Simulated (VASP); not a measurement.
# PbO (F-43m) in VASP: notebook

Runs on PbO. Level: PBE. Tasks: single point.

Everything below comes from runs of VASP 6.6.1. Logs are shortened: lines on timing, memory, paths and dates and some standing lists are left out, and cuts for length are marked.

### 1 The cell of the first run

It takes space group F-43m (No. 216, cubic). Conventional cell: a = 5.598 Å, b = 5.598 Å, c = 5.598 Å, α = 90.00°, β = 90.00°, γ = 90.00°. Pb (site symmetry -43m) has 4 O at 2.42 Å within 3.2 Å. O (site symmetry -43m) has 4 Pb at 2.42 Å within 3.2 Å.

### 2 Single point, PBE

Input file INCAR:

```
SYSTEM = PbO
PREC     = Accurate       ! precision mode
ENCUT    = 600            ! plane-wave cutoff, eV
EDIFF    = 1E-6           ! SCF threshold, eV
ISMEAR   = 0              ! smearing method
SIGMA    = 0.01           ! smearing width, eV
LREAL    = .False.        ! projectors in reciprocal space
LASPH    = .True.         ! aspherical terms in the spheres
NELM     = 120            ! most SCF steps
ALGO     = Normal         ! electronic algorithm
ISIF     = 2              ! what is computed and relaxed
LWAVE    = .False.        ! write WAVECAR
LCHARG   = .False.        ! write CHGCAR
GGA      = PE             ! functional
NBANDS   = 17             ! bands
GGA_COMPAT= .False.
```

Input file KPOINTS:

```
regular mesh
0
Gamma
  4 4 4
  0 0 0
```

Input file POSCAR:

```
PbO
1.0
    0.0000000000      2.7987768028      2.7987768028
    2.7987768028      0.0000000000      2.7987768028
    2.7987768028      2.7987768028      0.0000000000
Pb O
1 1
Direct
    0.0000000000      0.0000000000      0.0000000000
    0.2500000000      0.2500000000      0.2500000000
```

Potentials or basis: VASP PAW PBE potentials, release 64 (Pb_d, O).

Launch:

```
$ cat potpaw_PBE.64/Pb_d/POTCAR potpaw_PBE.64/O/POTCAR > POTCAR
$ mpirun -np 1 vasp_std > vasp.out
```

OUTCAR:

```text
SYSTEM = PbO
   PREC = Accurate
   ENCUT = 600
   EDIFF = 1E-6
   ISMEAR = 0
   LREAL = .False.
   LASPH = .True.
   NELM = 120
   ISIF = 2
   GGA = PE

 ion  position               nearest neighbor table
   1  0.000  0.000  0.000-   2 2.42   2 2.42   2 2.42   2 2.42
   2  0.250  0.250  0.250-   1 2.42   1 2.42   1 2.42   1 2.42

  LATTYP: Found a face centered cubic cell.
 ALAT       =     5.5975536056

  Lattice vectors:

 A1 = (   0.0000000000,   2.7987768028,   2.7987768028)
 A2 = (   2.7987768028,   0.0000000000,   2.7987768028)
 A3 = (   2.7987768028,   2.7987768028,   0.0000000000)

Analysis of symmetry for initial positions (statically):
=====================================================================
 Subroutine PRICEL returns:
 Original cell was already a primitive cell.

 Routine SETGRP: Setting up the symmetry group for a
 face centered cubic supercell.

 Subroutine GETGRP returns: Found 24 space group operations
 (whereof 24 operations were pure point group operations)
 out of a pool of 48 trial point group operations.

The static configuration has the point symmetry T_d .

Analysis of symmetry for dynamics (positions and initial velocities):
=====================================================================
 Subroutine PRICEL returns:
 Original cell was already a primitive cell.

 Routine SETGRP: Setting up the symmetry group for a
 face centered cubic supercell.

 Subroutine GETGRP returns: Found 24 space group operations
 (whereof 24 operations were pure point group operations)
 out of a pool of 48 trial point group operations.

The dynamic configuration has the point symmetry T_d .

 Subroutine INISYM returns: Found 24 space group operations
 (whereof 24 operations are pure point group operations),
 and found     1 'primitive' translations

----------------------------------------------------------------------------------------

                                     Primitive cell

  volume of cell :      43.8465

  direct lattice vectors                    reciprocal lattice vectors
     0.000000000  2.798776803  2.798776803    -0.178649473  0.178649473  0.178649473
     2.798776803  0.000000000  2.798776803     0.178649473 -0.178649473  0.178649473
     2.798776803  2.798776803  0.000000000     0.178649473  0.178649473 -0.178649473

  length of vectors
     3.958068113  3.958068113  3.958068113     0.309429963  0.309429963  0.309429963

  position of ions in fractional coordinates (direct lattice)
     0.000000000  0.000000000  0.000000000
     0.250000000  0.250000000  0.250000000

  ion indices of the primitive-cell ions
   primitive index   ion index
                 1           1
                 2           2

----------------------------------------------------------------------------------------

 KPOINTS: regular mesh

Automatic generation of k-mesh.
 Grid dimensions read from file:
 generate k-points for:    4    4    4

 Generating k-lattice:

  Cartesian coordinates                     Fractional coordinates (reciprocal lattice)
    -0.044662368  0.044662368  0.044662368     0.250000000  0.000000000  0.000000000
     0.044662368 -0.044662368  0.044662368     0.000000000  0.250000000  0.000000000
     0.044662368  0.044662368 -0.044662368     0.000000000  0.000000000  0.250000000

  Length of vectors
     0.077357491  0.077357491  0.077357491

  Shift w.r.t. Gamma in fractional coordinates (k-lattice)
     0.000000000  0.000000000  0.000000000

 Subroutine IBZKPT returns following result:
 ===========================================

 Found      8 irreducible k-points:

 Following reciprocal coordinates:
            Coordinates               Weight
  0.000000  0.000000  0.000000      1.000000
  0.250000  0.000000  0.000000      8.000000
  0.500000  0.000000  0.000000      4.000000
  0.250000  0.250000  0.000000      6.000000
  0.500000  0.250000  0.000000     24.000000
 -0.250000  0.250000  0.000000     12.000000
  0.500000  0.500000  0.000000      3.000000
 -0.250000  0.500000  0.250000      6.000000
   k-points           NKPTS =      8   k-points in BZ     NKDIM =      8   number of bands    NBANDS=     17
   number of dos      NEDOS =    301   number of ions     NIONS =      2
   total plane-waves  NPLWV =  32768
   dimension x,y,z NGX =    32 NGY =   32 NGZ =   32
   dimension x,y,z NGXF=    64 NGYF=   64 NGZF=   64
   ions per type =               1   1
   NGX,Y,Z   is equivalent  to a cutoff of  13.44, 13.44, 13.44 a.u.
   NGXF,Y,Z  is equivalent  to a cutoff of  26.88, 26.88, 26.88 a.u.
 SYSTEM =  PbO
   PREC   = accura    normal or accurate (medium, high low for compatibility)
   ISTART =      0    job   : 0-new  1-cont  2-samecut
   ICHARG =      2    charge: 1-file 2-atom 10-const
   ISPIN  =      1    spin polarized calculation?
   LNONCOLLINEAR =      F non collinear calculations
   LSORBIT =      F    spin-orbit coupling
   LASPH  =      T    aspherical Exc in radial PAW
   ENCUT  =  600.0 eV  44.10 Ry    6.64 a.u.   7.91  7.91  7.91*2*pi/ulx,y,z
   NELM   =    120;   NELMIN=  2; NELMDL= -5     # of ELM steps
   EDIFF  = 0.1E-05   stopping-criterion for ELM
   LREAL  =      F    real-space projection
[... 7 lines left out ...]
   TEBEG  =    0.0;   TEEND  =   0.0 temperature during run
   PSTRESS=    0.0 pullay stress
   NELECT =      20.0000    total number of electrons
   NUPDOWN=      -1.0000    fix difference up-down
   EMIN   =  10.00;   EMAX   =-10.00  energy-range for DOS
   EFERMI =   0.00;   METHOD = LEGACY
   ISMEAR =     0;   SIGMA  =   0.01  broadening in eV -4-tet -1-fermi 0-gaus
   EFERMI_NEDOS =   21; number of points for ismear=-14 and -15
   IALGO  =     38    algorithm
   IMIX   =      4    mixing-type and parameters
     AMIX     =   0.40;   BMIX     =  1.00
     AMIX_MAG =   1.60;   BMIX_MAG =  1.00
  volume/ion in A,a.u.               =      21.92       147.95
  Fermi-wavevector in a.u.,A,eV,Ry     =   1.260201  2.381435 21.607509  1.588107
  Thomas-Fermi vector in A             =   2.393723
   LORBIT       =      0    0 simple, 1 ext, 2 COOP (PROOUT), +10 PAW based schemes
   GGA     = PE    functional components
   LHFCALC =     F    Hartree Fock is set to
   AEXX    =    0.0000 exact exchange contribution
   IVDW    =     0    specifies the selected vdW correction
   LEPSILON=     F    determine dielectric tensor
   LRPA    =     F    only Hartree local field effects (RPA)
 non-spin polarized calculation
 Gauss-broadening in eV      SIGMA  =   0.01
  energy-cutoff  :      600.00
  volume of cell :       43.85
 maximum number of plane-waves:      1476
   NGX = 15   NGY = 15   NGZ = 15

 number of electron      20.0000002 magnetization

 Free energy of the ion-electron system (eV)
  ---------------------------------------------------
  ext. energy  EPLUGINS =         0.00000000
  ---------------------------------------------------
  free energy    TOTEN  =       -10.34468851 eV

  energy without entropy =      -10.34468851  energy(sigma->0) =      -10.34468851

 E-fermi :   4.8290     XC(G=0):  -9.3310

 val. band max:        4.7011316447   @ k =  -0.2500   0.5000   0.2500
 cond. band min:       5.1308995400   @ k =   0.5000   0.5000   0.0000
 fundamental gap:      0.4297678952
 Fermi energy:         4.8290047386

 k-point     1 :       0.0000    0.0000    0.0000
  band No.  band energies     occupation
      1     -12.9793      2.00000
      2     -11.7011      2.00000
      3     -11.7011      2.00000
      4     -11.7011      2.00000
      5     -11.6031      2.00000
      6     -11.6031      2.00000
[... 9 lines left out ...]
     16      16.8270      0.00000
     17      16.8270      0.00000

 k-point     2 :       0.2500    0.0000    0.0000
  band No.  band energies     occupation
      1     -13.0515      2.00000
      2     -11.6768      2.00000
      3     -11.6768      2.00000
      4     -11.5944      2.00000
      5     -11.5944      2.00000
      6     -11.3609      2.00000
[... 9 lines left out ...]
     16      16.1775      0.00000
     17      17.3049      0.00000

 k-point     3 :       0.5000    0.0000    0.0000
  band No.  band energies     occupation
      1     -13.1221      2.00000
      2     -11.6743      2.00000
      3     -11.6743      2.00000
      4     -11.5632      2.00000
      5     -11.5632      2.00000
      6     -10.9711      2.00000
[... 9 lines left out ...]
     16      16.5676      0.00000
     17      17.4470      0.00000

 k-point     4 :       0.2500    0.2500    0.0000
  band No.  band energies     occupation
      1     -13.0715      2.00000
      2     -11.6355      2.00000
      3     -11.6348      2.00000
      4     -11.6348      2.00000
      5     -11.5812      2.00000
      6     -11.2912      2.00000
[... 9 lines left out ...]
     16      19.3220      0.00000
     17      19.3322      0.00000

 k-point     5 :       0.5000    0.2500    0.0000
  band No.  band energies     occupation
      1     -13.1327      2.00000
      2     -11.6579      2.00000
      3     -11.6197      2.00000
      4     -11.6070      2.00000
      5     -11.5621      2.00000
      6     -10.8847      2.00000
[... 9 lines left out ...]
     16      18.1819      0.00000
     17      18.6277      0.00000

 k-point     6 :      -0.2500    0.2500    0.0000
  band No.  band energies     occupation
      1     -13.1120      2.00000
      2     -11.6670      2.00000
      3     -11.6348      2.00000
      4     -11.6030      2.00000
      5     -11.5857      2.00000
      6     -10.9850      2.00000
[... 9 lines left out ...]
     16      16.9378      0.00000
     17      18.9189      0.00000

 k-point     7 :       0.5000    0.5000    0.0000
  band No.  band energies     occupation
      1     -13.1562      2.00000
      2     -11.6703      2.00000
      3     -11.5654      2.00000
      4     -11.5654      2.00000
      5     -11.5593      2.00000
      6     -10.8357      2.00000
[... 9 lines left out ...]
     16      20.2962      0.00000
     17      20.9983      0.00000

 k-point     8 :      -0.2500    0.5000    0.2500
  band No.  band energies     occupation
      1     -13.1477      2.00000
      2     -11.6439      2.00000
      3     -11.6402      2.00000
      4     -11.5853      2.00000
      5     -11.5631      2.00000
      6     -10.7550      2.00000
[... 9 lines left out ...]
     16      18.0750      0.00000
     17      18.8971      0.00000

------------------------ aborting loop because EDIFF is reached ----------------------------------------

  FORCE on cell =-STRESS in cart. coord.  units (eV):
  Direction    XX          YY          ZZ          XY          YZ          ZX
  --------------------------------------------------------------------------------------
  -------------------------------------------------------------------------------------
  Total        0.6544217      0.6544217      0.6544217     -0.0000000      0.0000000      0.0000000
  in kB       23.9129672     23.9129672     23.9129672     -0.0000000      0.0000000      0.0000000
  external PRESSURE =      23.9129672 kB  Pullay stress =       0.0000000 kB

 VOLUME and BASIS-vectors are now :
 -----------------------------------------------------------------------------
  energy-cutoff  :      600.00
  volume of cell :       43.85
      direct lattice vectors                 reciprocal lattice vectors
     0.000000000  2.798776803  2.798776803    -0.178649473  0.178649473  0.178649473
     2.798776803  0.000000000  2.798776803     0.178649473 -0.178649473  0.178649473
     2.798776803  2.798776803  0.000000000     0.178649473  0.178649473 -0.178649473

 POSITION                                       TOTAL-FORCE (eV/Angst)
 -----------------------------------------------------------------------------------
      0.00000      0.00000      0.00000        -0.000000     -0.000000      0.000000
      1.39939      1.39939      1.39939         0.000000      0.000000     -0.000000
 -----------------------------------------------------------------------------------
    total drift:                                0.000000      0.000000      0.000000

  FREE ENERGIE OF THE ION-ELECTRON SYSTEM (eV)
  ---------------------------------------------------
  free  energy   TOTEN  =       -10.3446885093 eV

  energy  without entropy=      -10.3446885093  energy(sigma->0) =      -10.34468851
```

It took 21 s on 1 thread of AMD EPYC 7R13, shared host; peak memory 0.15 GiB.

What came out:

```
Free energy            : -10.3447 eV
Pressure               : 2.4 GPa
Band gap on the k mesh : 0.43 eV, indirect (least direct gap 0.61 eV)
```

Caveat: the k points lie up to 0.49 Å⁻¹ apart; spin-orbit coupling is left out, which moves the levels of the heavy elements.

### 3 Single point, PBE

Input file INCAR:

```
PREC = Accurate ; ENCUT = 600
EDIFF = 1E-6 ; ISMEAR = 0
SIGMA = 0.01 ; LREAL = False
LASPH = True ; NELM = 120
ALGO = Normal ; ISIF = 2
LWAVE = False ; LCHARG = False
GGA = PE ; NBANDS = 17
GGA_COMPAT = False
```

Input file KPOINTS:

```
regular mesh
0
Gamma
  4 4 4
```

POSCAR is that of step 2.

Potentials or basis: VASP PAW PBE potentials, release 64 (Pb_d, O).

Launch:

```
$ cat potpaw_PBE.64/Pb_d/POTCAR potpaw_PBE.64/O/POTCAR > POTCAR
$ mpirun -np 1 vasp_std > vasp.out
```

Run time: 22 s. Hardware: 1 thread of AMD EPYC 7R13, shared host; peak memory 0.15 GiB.

Results (log left out):

```
Free energy            : -10.3447 eV
Pressure               : 2.4 GPa
Band gap on the k mesh : 0.43 eV, indirect (least direct gap 0.61 eV)
```

Levels at points of the mesh, in eV from the valence-band top:
| k point | band 6 | band 7 | band 8 | band 9 | band 10 | band 11 | band 12 | band 13 | band 14 | band 15 |
| --- | --- | --- | --- | --- | --- | --- | --- | --- | --- | --- |
| (0.00, 0.00, 0.00) | -16.30 | -6.85 | -2.28 | -2.28 | -2.28 | 5.27 | 5.27 | 5.27 | 8.16 | 12.13 |
| (0.50, 0.00, 0.00) | -15.67 | -7.88 | -2.75 | -2.75 | -2.22 | 2.42 | 5.47 | 5.47 | 8.75 | 11.87 |
| (0.50, 0.50, 0.00) | -15.54 | -7.87 | -3.53 | -3.53 | -0.18 | 0.43 | 5.87 | 5.87 | 6.38 | 10.99 |

Caveat: the k points lie up to 0.49 Å⁻¹ apart; spin-orbit coupling is left out, which moves the levels of the heavy elements. A k mesh can miss the band edges.
